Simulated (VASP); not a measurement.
# LiF (I4/mmm) in VASP: notebook, part 2 of 2

VASP 6.6.1. Earlier steps stand in the parts before.

## (4) Single point, LDA

This run uses another cell than the first one, of the same volume but with other edges.

INCAR reads:

```
PREC = Accurate ; ENCUT = 520
EDIFF = 1E-6 ; ISMEAR = 0
SIGMA = 0.05 ; LREAL = F
LASPH = T ; NELM = 100
ALGO = Normal ; ISIF = 2
LWAVE = F ; LCHARG = F
GGA = CA ; NBANDS = 12
```

KPOINTS reads:

```
regular mesh
0
Gamma
  12 12 12
```

POSCAR reads:

```
LiF
1.0
    0.0000000000      2.0707620175      1.9051010561
    2.0707620175      0.0000000000      1.9051010561
    2.0707620175      2.0707620175      0.0000000000
Li F
1 1
Direct
    0.0000000000      0.0000000000      0.0000000000
    0.5000000000      0.5000000000      0.5000000000
```

Potentials or basis: VASP PAW LDA potentials, release 64 (Li_sv, F).

On the command line:

```bash
> cat potpaw_LDA.64/Li_sv/POTCAR potpaw_LDA.64/F/POTCAR > POTCAR
> mpirun -np 1 vasp_std > vasp.out
```

OUTCAR:

```text
PREC = Accurate
   ENCUT = 520
   EDIFF = 1E-6
   ISMEAR = 0
   LREAL = F
   LASPH = T
   NELM = 100
   ISIF = 2
   GGA = CA

 ion  position               nearest neighbor table
   1  0.000  0.000  0.000-   2 1.91   2 1.91   2 2.07   2 2.07   2 2.07   2 2.07
   2  0.500  0.500  0.500-   1 1.91   1 1.91   1 2.07   1 2.07   1 2.07   1 2.07

  LATTYP: Found a body centered tetragonal cell.
 ALAT       =     2.9284997296
 C/A-ratio  =     1.3010764774

  Lattice vectors:

 A1 = (   0.0000000000,  -2.0707620175,  -1.9051010561)
 A2 = (   0.0000000000,   2.0707620175,  -1.9051010561)
 A3 = (   2.0707620175,   0.0000000000,   1.9051010561)

Analysis of symmetry for initial positions (statically):
=====================================================================
 Subroutine PRICEL returns:
 Original cell was already a primitive cell.

 Routine SETGRP: Setting up the symmetry group for a
 body centered tetragonal supercell.

 Subroutine GETGRP returns: Found 16 space group operations
 (whereof 16 operations were pure point group operations)
 out of a pool of 16 trial point group operations.

The static configuration has the point symmetry D_4h.

Analysis of symmetry for dynamics (positions and initial velocities):
=====================================================================
 Subroutine PRICEL returns:
 Original cell was already a primitive cell.

 Routine SETGRP: Setting up the symmetry group for a
 body centered tetragonal supercell.

 Subroutine GETGRP returns: Found 16 space group operations
 (whereof 16 operations were pure point group operations)
 out of a pool of 16 trial point group operations.

The dynamic configuration has the point symmetry D_4h.

 Subroutine INISYM returns: Found 16 space group operations
 (whereof 16 operations are pure point group operations),
 and found     1 'primitive' translations

----------------------------------------------------------------------------------------
[... 117 lines left out ...]
   LORBIT       =      0    0 simple, 1 ext, 2 COOP (PROOUT), +10 PAW based schemes
   GGA     = CA    functional components
   LHFCALC =     F    Hartree Fock is set to
   AEXX    =    0.0000 exact exchange contribution
   IVDW    =     0    specifies the selected vdW correction
   LEPSILON=     F    determine dielectric tensor
   LRPA    =     F    only Hartree local field effects (RPA)
 non-spin polarized calculation
 Gauss-broadening in eV      SIGMA  =   0.05
  energy-cutoff  :      520.00
  volume of cell :       16.34
 maximum number of plane-waves:       451
 NGX is ok and might be reduce to    24

 number of electron      10.0000000 magnetization

 number of electron       9.9999991 magnetization

 Free energy of the ion-electron system (eV)
  ---------------------------------------------------
  ext. energy  EPLUGINS =         0.00000000
  ---------------------------------------------------
  free energy    TOTEN  =       -10.45531479 eV

  energy without entropy =      -10.45531479  energy(sigma->0) =      -10.45531479

 E-fermi :  -0.9519     XC(G=0): -10.6604

 val. band max:       -1.2394617400   @ k =   0.0000   0.0000   0.0000
 cond. band min:       7.4915197063   @ k =   0.0000   0.0000   0.0000
 fundamental gap:      8.7309814464
 Fermi energy:        -0.9518829058

 k-point     1 :       0.0000    0.0000    0.0000
  band No.  band energies     occupation
      1     -41.0336      2.00000
      2     -20.8753      2.00000
      3      -1.4907      2.00000
      4      -1.2395      2.00000
      5      -1.2395      2.00000
      6       7.4915      0.00000
      7      21.5677      0.00000
      8      21.5677      0.00000
      9      22.4618      0.00000
     10      22.4618      0.00000
     11      23.1625      0.00000
     12      23.5632      0.00000
[... 331 lines left out ...]
 k-point    24 :      -0.4167    0.1667    0.0000
  band No.  band energies     occupation
      1     -40.9564      2.00000
      2     -20.3432      2.00000
      3      -3.7596      2.00000
      4      -2.2341      2.00000
      5      -1.7802      2.00000
      6      10.1262      0.00000
      7      14.7354      0.00000
      8      16.7272      0.00000
      9      17.8673      0.00000
     10      25.6397      0.00000
     11      28.8265      0.00000
     12      29.0991      0.00000

 [... further k-points ...]
[... 5 lines left out ...]
  --------------------------------------------------------------------------------------
  -------------------------------------------------------------------------------------
  Total       -0.7939566     -0.7939566     -0.1579447      0.0000000      0.0000000     -0.0000000
  in kB      -77.8572283    -77.8572283    -15.4884284      0.0000000      0.0000000     -0.0000000
  external PRESSURE =     -57.0676283 kB  Pullay stress =       0.0000000 kB

 VOLUME and BASIS-vectors are now :
 -----------------------------------------------------------------------------
  energy-cutoff  :      520.00
  volume of cell :       16.34
      direct lattice vectors                 reciprocal lattice vectors
     0.000000000  2.070762017  1.905101056    -0.241457008  0.241457008  0.262453269
     2.070762017  0.000000000  1.905101056     0.241457008 -0.241457008  0.262453269
     2.070762017  2.070762017  0.000000000     0.241457008  0.241457008 -0.262453269

 POSITION                                       TOTAL-FORCE (eV/Angst)
 -----------------------------------------------------------------------------------
      0.00000      0.00000      0.00000         0.000000     -0.000000     -0.000000
      2.07076      2.07076      1.90510        -0.000000      0.000000      0.000000
 -----------------------------------------------------------------------------------
    total drift:                               -0.000000     -0.000000      0.000000

  FREE ENERGIE OF THE ION-ELECTRON SYSTEM (eV)
  ---------------------------------------------------
  free  energy   TOTEN  =       -10.4553147897 eV

  energy  without entropy=      -10.4553147897  energy(sigma->0) =      -10.45531479
```

OSZICAR:

```text
N       E                     dE             d eps       ncg     rms          rms(c)
DAV:   1     0.295357406051E+02    0.29536E+02   -0.53791E+03  4056   0.840E+02
DAV:   2    -0.992929921262E+01   -0.39465E+02   -0.38663E+02  4716   0.186E+02
DAV:   3    -0.109511172655E+02   -0.10218E+01   -0.10197E+01  5176   0.260E+01
DAV:   4    -0.109604455674E+02   -0.93283E-02   -0.93278E-02  4528   0.260E+00
DAV:   5    -0.109605617990E+02   -0.11623E-03   -0.11623E-03  5012   0.209E-01    0.427E+00
DAV:   6    -0.104725292769E+02    0.48803E+00   -0.23596E+00  4380   0.927E+00    0.137E+00
DAV:   7    -0.104610142403E+02    0.11515E-01   -0.15700E-02  5340   0.108E+00    0.799E-01
DAV:   8    -0.104553238248E+02    0.56904E-02   -0.95963E-03  5492   0.103E+00    0.992E-02
DAV:   9    -0.104552987958E+02    0.25029E-04   -0.70350E-04  4428   0.239E-01    0.380E-02
DAV:  10    -0.104553153589E+02   -0.16563E-04   -0.32486E-05  4604   0.409E-02    0.755E-03
DAV:  11    -0.104553147897E+02    0.56914E-06   -0.16657E-06  4472   0.135E-02
   1 F= -.10455315E+02 E0= -.10455315E+02  d E =-.141564E-18
```

stdout:

```text
POSCAR found type information on POSCAR LiF
 POSCAR found :  2 types and       2 ions
 scaLAPACK will be used
 LDA part: xc-table for (Slater(with rela. corr.)+CA(PZ))
 , standard interpolation
 POSCAR, INCAR and KPOINTS ok, starting setup
 FFT: planning ... GRIDC
 FFT: planning ... GRID_SOFT
 FFT: planning ... GRID
 WAVECAR not read
 entering main loop
```

Wall time 32 s (1 thread of Intel Xeon 8259CL, shared host); peak memory 0.14 GiB.

What came out:

```
Free energy            : -10.4553 eV
Band gap on the k mesh : 8.73 eV, direct
```

Caveat: the cutoff is under 1.25 times the usual one of these potentials, so pressure, stress and relaxed cells hold a basis-set (Pulay) error.

## (5) Single point, LDA

This run uses another cell than the first one, of the same volume but with other edges.

INCAR reads:

```
PREC = Accurate
ENCUT = 520
EDIFF = 1E-7
ISMEAR = 0
SIGMA = 0.05
LREAL = F
LASPH = T
NELM = 80
ALGO = Normal
ISIF = 2
LWAVE = F
LCHARG = T
GGA = CA
LELF = T
LVHAR = T
NBANDS = 12
```

KPOINTS is that of step 4.

POSCAR reads:

```
LiF
1.0
    0.0000000000      1.9510208226      2.1461229048
    1.9510208226      0.0000000000      2.1461229048
    1.9510208226      1.9510208226      0.0000000000
Li F
1 1
Direct
    0.0000000000      0.0000000000      0.0000000000
    0.5000000000      0.5000000000      0.5000000000
```

On the command line:

```bash
> cat potpaw_LDA.64/Li_sv/POTCAR potpaw_LDA.64/F/POTCAR > POTCAR
> mpirun -np 1 vasp_std > vasp.out
```

Run time: 36 s. Hardware: 1 thread of Intel Xeon 8259CL, shared host; peak memory 0.14 GiB.

The run converged. Its results:

| Property | Result |
| --- | --- |
| Free energy | -10.4548 eV |
| Band gap on the k mesh | 8.70 eV, direct |

Levels at points of the mesh, in eV from the valence-band top:
```csv
k point,band 2,band 3,band 4,band 5,band 6,band 7,band 8,band 9
"(0.00, 0.00, 0.00)",-19.66,-0.17,-0.17,0.00,8.70,22.06,23.38,24.17
"(0.50, 0.00, 0.00)",-19.22,-2.66,-0.44,-0.22,10.29,16.25,17.63,19.22
"(0.50, 0.50, 0.00)",-19.02,-3.26,-0.94,-0.94,13.28,16.84,17.07,20.65
"(0.50, 0.00, 0.50)",-18.88,-3.19,-1.54,-0.92,14.94,15.62,17.13,18.64
```

Caveat: the cutoff is under 1.25 times the usual one of these potentials, so pressure, stress and relaxed cells hold a basis-set (Pulay) error.

## (6) Single point, LDA

This run uses another cell than the first one, of the same volume but with other edges.

INCAR reads:

```
ALGO = Normal
EDIFF = 1E-6
ENCUT = 520
GGA = CA
ISIF = 2
ISMEAR = 0
LASPH = True
LCHARG = False
LREAL = False
LWAVE = False
NBANDS = 12
NELM = 60
PREC = Accurate
SIGMA = 0.05
```

KPOINTS reads:

```
k-points
0
Gamma
  12 12 12
```

POSCAR reads:

```
LiF
1.0
    0.0000000000      2.3249931660      1.5112455579
    2.3249931660      0.0000000000      1.5112455579
    2.3249931660      2.3249931660      0.0000000000
Li F
1 1
Direct
    0.0000000000      0.0000000000      0.0000000000
    0.5000000000      0.5000000000      0.5000000000
```

Potentials or basis: VASP PAW LDA potentials, release 64 (Li_sv, F).

On the command line:

```bash
> cat potpaw_LDA.64/Li_sv/POTCAR potpaw_LDA.64/F/POTCAR > POTCAR
> mpirun -np 1 vasp_std > vasp.out
```

Wall time 31 s (1 thread of Intel Xeon 8259CL, shared host); peak memory 0.14 GiB.

Results (log left out):

| Quantity | Value |
| --- | --- |
| Free energy | -9.4995 eV |
| Band gap on the k mesh | 7.94 eV, indirect (least direct gap 7.98 eV) |

Levels at points of the mesh, in eV from the valence-band top:
| k point | band 1 | band 2 | band 3 | band 4 | band 5 | band 6 | band 7 | band 8 | band 9 | band 10 |
| --- | --- | --- | --- | --- | --- | --- | --- | --- | --- | --- |
| (0.00, 0.00, 0.00) | -39.31 | -19.46 | -1.60 | -0.05 | -0.05 | 7.94 | 21.91 | 21.91 | 23.56 | 25.57 |
| (0.50, 0.00, 0.00) | -39.19 | -19.58 | -2.20 | -0.78 | -0.04 | 10.51 | 15.61 | 15.85 | 25.76 | 27.52 |
| (0.50, 0.50, 0.00) | -39.18 | -18.68 | -3.00 | -2.14 | -2.14 | 12.85 | 17.25 | 17.25 | 20.65 | 21.52 |
| (0.50, 0.00, 0.50) | -39.24 | -18.96 | -3.54 | -2.20 | 0.00 | 12.66 | 16.27 | 20.51 | 20.56 | 27.94 |

Caveat: the cutoff is under 1.25 times the usual one of these potentials, so pressure, stress and relaxed cells hold a basis-set (Pulay) error. A k mesh can miss the band edges.

## (7) Single point, LDA

This run uses another cell than the first one, of the same volume but with other edges.

INCAR reads:

```
SYSTEM = LiF
  PREC = Accurate
  ENCUT = 520
  EDIFF = 1E-6
  ISMEAR = 0
  SIGMA = 0.05
  LREAL = .FALSE.
  LASPH = .TRUE.
  NELM = 80
  ALGO = Normal
  ISIF = 2
  LWAVE = .FALSE.
  LCHARG = .FALSE.
  GGA = CA
  NBANDS = 12
```

KPOINTS reads:

```
Automatic mesh
0
G
  12 12 12
  0 0 0
```

POSCAR reads:

```
LiF
1.0
    0.0000000000      1.7593910560      2.6390865840
    1.7593910560      0.0000000000      2.6390865840
    1.7593910560      1.7593910560      0.0000000000
Li F
1 1
Direct
    0.0000000000      0.0000000000      0.0000000000
    0.5000000000      0.5000000000      0.5000000000
```

On the command line:

```bash
> cat potpaw_LDA.64/Li_sv/POTCAR potpaw_LDA.64/F/POTCAR > POTCAR
> mpirun -np 1 vasp_std > vasp.out
```

Wall time 29 s (1 thread of Intel Xeon 8259CL, shared host); peak memory 0.14 GiB.

The run converged. Its results:

- Free energy: -10.1528 eV
- Band gap on the k mesh: 7.74 eV, indirect (least direct gap 8.17 eV)

Levels at points of the mesh, in eV from the valence-band top:
```
           k point  band 3  band 4  band 5  band 6  band 7  band 8
(0.00, 0.00, 0.00)   -0.84   -0.43   -0.43    7.74   19.24   23.14
(0.50, 0.00, 0.00)   -2.80   -1.04    0.00   10.26   15.46   17.02
(0.50, 0.50, 0.00)   -3.56   -0.63   -0.63   10.86   18.07   20.06
(0.50, 0.00, 0.50)   -3.62   -3.05   -0.62   15.76   17.13   17.22
```

Caveat: the cutoff is under 1.25 times the usual one of these potentials, so pressure, stress and relaxed cells hold a basis-set (Pulay) error. A k mesh can miss the band edges.

## (8) Overview

```csv
cell,gap on the mesh (eV)
"a = 2.775, b = 2.775, c = 3.094 Å, angles 56.1, 56.1, 67.8°, 2 atoms",8.39
"a = 3.027, b = 3.027, c = 2.610 Å, angles 64.5, 64.5, 51.1°, 2 atoms",8.39
"a = 2.814, b = 2.814, c = 2.928 Å, angles 58.6, 58.6, 62.7°, 2 atoms",8.73
"a = 2.900, b = 2.900, c = 2.759 Å, angles 61.6, 61.6, 56.8°, 2 atoms",8.70
"a = 2.773, b = 2.773, c = 3.288 Å, angles 53.6, 53.6, 72.7°, 2 atoms",7.94
"a = 3.172, b = 3.172, c = 2.488 Å, angles 66.9, 66.9, 46.2°, 2 atoms",7.74
```

Alike in all rows: task single point; level LDA; potentials or basis VASP PAW LDA potentials, release 64 (Li_sv, F); no spin polarisation; k mesh 12 × 12 × 12; cutoff (eV) 520; smearing gaussian 0.05 eV.

Caveats: the cutoff is under 1.25 times the usual one of these potentials, so pressure, stress and relaxed cells hold a basis-set (Pulay) error.

Total energies depend on the potentials used, so only differences within one code and one set of settings carry meaning.
